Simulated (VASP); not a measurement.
## Te: single point with PBE

The system is Te.

```xyz
3
Lattice="4.4209 0.0080 -0.0424 -2.2036 3.8799 0.0424 -0.0564 0.0325 5.9587" Properties=species:S:1:pos:R:3 pbc="T T T"
Te    1.1877    0.0930    1.1582
Te   -0.4840    1.1138    4.9168
Te    1.4444    2.8158    2.9390
```

```yaml
Program: VASP 6.6.1
Task: single point
Functional: PBE
Potentials_or_basis: VASP PAW PBE potentials, release 64 (Te)
Cutoff: 520 eV
k_mesh: 4 × 4 × 2
Occupations: gaussian, width 0.01 eV
Spin: no spin polarisation
```

```
Pressure               : 1.3 GPa
Largest force          : 0.702 eV/Å
Band gap on the k mesh : zero (band 9 reaches 5.92 eV, above the bottom of band 10 at 5.76 eV)
```

Forces on the atoms (eV/Å):
```
Te   0.014 -0.085 -0.561
Te  -0.487  0.035  0.046
Te   0.474  0.050  0.515
```

Stress tensor (GPa, compression positive):
```
 2.20 -0.75  0.19
-0.75  0.91 -0.78
 0.19 -0.78  0.93
```

Levels at points of the mesh, in eV from the Fermi level:
| k point | band 5 | band 6 | band 7 | band 8 | band 9 | band 10 | band 11 | band 12 | band 13 | band 14 |
| --- | --- | --- | --- | --- | --- | --- | --- | --- | --- | --- |
| (0.00, 0.00, 0.00) | -2.83 | -2.30 | -1.91 | -1.38 | -0.90 | 0.72 | 1.02 | 1.67 | 4.99 | 5.14 |
| (0.50, 0.00, 0.00) | -4.45 | -3.56 | -3.22 | -1.08 | -0.51 | 0.60 | 1.20 | 3.10 | 3.71 | 7.19 |
| (0.00, 0.50, 0.00) | -4.38 | -3.61 | -3.33 | -1.00 | -0.52 | 0.56 | 1.19 | 3.21 | 3.57 | 7.36 |
| (0.50, 0.50, 0.00) | -4.25 | -3.80 | -3.41 | -0.82 | -0.74 | 0.25 | 0.68 | 3.08 | 3.78 | 7.58 |
| (0.00, 0.00, 0.50) | -3.01 | -2.36 | -1.35 | -1.12 | -0.79 | -0.11 | 0.67 | 0.79 | 4.15 | 5.01 |
| (0.50, 0.00, 0.50) | -3.79 | -3.51 | -2.40 | -1.74 | -0.32 | 0.88 | 1.71 | 2.96 | 4.09 | 5.55 |
| (0.00, 0.50, 0.50) | -3.78 | -3.38 | -2.68 | -1.58 | -0.22 | 0.69 | 1.82 | 2.61 | 4.49 | 5.52 |
| (0.50, 0.50, 0.50) | -3.71 | -3.27 | -3.02 | -2.19 | 0.05 | 0.67 | 2.06 | 2.36 | 4.74 | 5.21 |

Wall time 13 s on 1 thread of Intel(R) Xeon(R) 6975P-C (Granite Rapids), on a shared host, peak memory 0.23 GiB.

Caveat: the k points lie up to 0.53 Å⁻¹ apart; spin-orbit coupling is left out, which moves the levels of the heavy elements.
